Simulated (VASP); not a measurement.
Write the native input for VASP 6.6.1 that does the following.

```yaml
Task: relaxation of cell and atoms
Functional: PBE
Potentials_or_basis: VASP PAW PBE potentials, release 64 (Mg, O)
Cutoff: 600 eV
k_mesh: 12 × 12 × 1
Occupations: gaussian, width 0.02 eV
Spin: no spin polarisation
Dipole_correction: no
Further_INCAR_settings: LREAL = Auto; ALGO = Normal; EDIFF = 1e-06; IBRION = 2; EDIFFG = -0.01; NSW = 65; ISIF = 3
```

The structure of MgO lies in POSCAR:

```
MgO
1.0
    3.3137906492      0.0000000000      0.0000000000
   -1.6568953246      2.8698268851      0.0000000000
    0.0000000000      0.0000000000     23.0568974643
Mg O
9 9
Direct
    0.0000000000      0.0000000000      0.0000000000
    0.3333333333      0.6666666667      0.1111111111
    0.6666666667      0.3333333333      0.2222222222
    0.3333333333      0.6666666667      0.3333333333
    0.6666666667      0.3333333333      0.4444444444
    0.3333333333      0.6666666667      0.5555555556
    0.6666666667      0.3333333333      0.6666666667
    0.0000000000      0.0000000000      0.7777777778
    0.3333333333      0.6666666667      0.8888888889
    0.0000000000      0.0000000000      0.0833333333
    0.3333333333      0.6666666667      0.1944444444
    0.6666666667      0.3333333333      0.3055555556
    0.3333333333      0.6666666667      0.4166666667
    0.6666666667      0.3333333333      0.5277777778
    0.3333333333      0.6666666667      0.6388888889
    0.6666666667      0.3333333333      0.7500000000
    0.0000000000      0.0000000000      0.8611111111
    0.3333333333      0.6666666667      0.9722222222
```

These files were run (other wordings do the same):

INCAR

```
ALGO     = Normal         # electronic algorithm
EDIFF    = 1E-6           # SCF threshold, eV
EDIFFG   = -0.01          # ionic threshold
ENCUT    = 600            # plane-wave cutoff, eV
GGA      = PE             # functional
IBRION   = 2              # ionic algorithm
ISIF     = 3              # what is computed and relaxed
ISMEAR   = 0              # smearing method
LASPH    = True           # aspherical terms in the spheres
LCHARG   = False          # write CHGCAR
LREAL    = Auto         
LWAVE    = False          # write WAVECAR
NELM     = 60             # most SCF steps
NSW      = 65             # ionic steps
PREC     = Accurate       # precision mode
SIGMA    = 0.02           # smearing width, eV
```

KPOINTS

```
k-points
0
Gamma
  12 12 1
```

Potentials or basis: VASP PAW PBE potentials, release 64 (Mg, O).

Run with:

```sh
$ cat potpaw_PBE.64/Mg/POTCAR potpaw_PBE.64/O/POTCAR > POTCAR
$ mpirun -np 1 vasp_std > vasp.out
```

It gave:

| Property | Result |
| --- | --- |
| Relaxed volume | 12.17 Å³/atom |
| Relaxed cell | a = 3.284 Å, b = 3.284 Å, c = 23.461 Å, α = 90.00°, β = 90.00°, γ = 120.00° |
| Space group after relaxing (to 0.1 Å) | P3m1 (No. 156) |
| Energy gained by relaxing | 14.2 meV/atom |
| Ionic steps | 22 |
| Pressure after relaxing | 0.0 GPa |
| Largest force after relaxing | 0.004 eV/Å |
| Band gap on the k mesh | 3.43 eV |

Caveat: an odd mesh through Γ misses points on the zone boundary, where band edges can lie.

Wall time 30 min on 1 thread of Intel(R) Xeon(R) 6975P-C (Granite Rapids), with other jobs on the host, peak memory 0.49 GiB.
